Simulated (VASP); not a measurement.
PdRu3Pt, 5 atoms in the cell. It takes space group Pm-3m (No. 221, cubic). Conventional cell: a = 4.684 Å, b = 4.684 Å, c = 4.684 Å, α = 90.00°, β = 90.00°, γ = 90.00°. Within 3.1 Å of Ru (site symmetry 4/mmm) lie 2 Pt at 2.34 Å. Pd (site symmetry m-3m) has 12 Ru at 3.31 Å and 8 Pt at 4.06 Å within 4.4 Å. Pt (site symmetry m-3m) has 6 Ru at 2.34 Å within 3.1 Å. 

```yaml
Program: VASP 6.6.1
Task: relaxation of cell and atoms
Functional: PBE
Potentials_or_basis: VASP PAW PBE potentials, release 64 (Ru_pv, Pd, Pt)
Cutoff: 600 eV
k_mesh: 8 × 8 × 8
Occupations: gaussian, width 0.1 eV
Spin: collinear spin, ferromagnetic start
Starting_moments: "[1.13, 1.13, 1.13, 0.22, 0.13] μB"
Dipole_correction: no
Further_INCAR_settings: ALGO = Normal; EDIFF = 1e-07; IBRION = 2; EDIFFG = -0.01; NSW = 100; ISIF = 3
```

Potentials or basis: VASP PAW PBE potentials, release 64 (Ru_pv, Pd, Pt).

Launch:

```console
$ cat potpaw_PBE.64/Ru_pv/POTCAR potpaw_PBE.64/Pd/POTCAR potpaw_PBE.64/Pt/POTCAR > POTCAR
$ mpirun -np 1 vasp_std > vasp.out
```

Hardware: 1 × NVIDIA H100 80GB with 1 thread of Intel(R) Xeon(R) Platinum 8481C CPU @ 2.70GHz (Sapphire Rapids) (shared host).

How long does it take, and how much memory?

Wall time 10 min on 1 × NVIDIA H100 80GB with 1 thread of Intel(R) Xeon(R) Platinum 8481C CPU @ 2.70GHz (Sapphire Rapids), with other jobs on the host, peak memory 1.4 GiB. Counts: scf iterations 45, k points 35, ion steps 3.
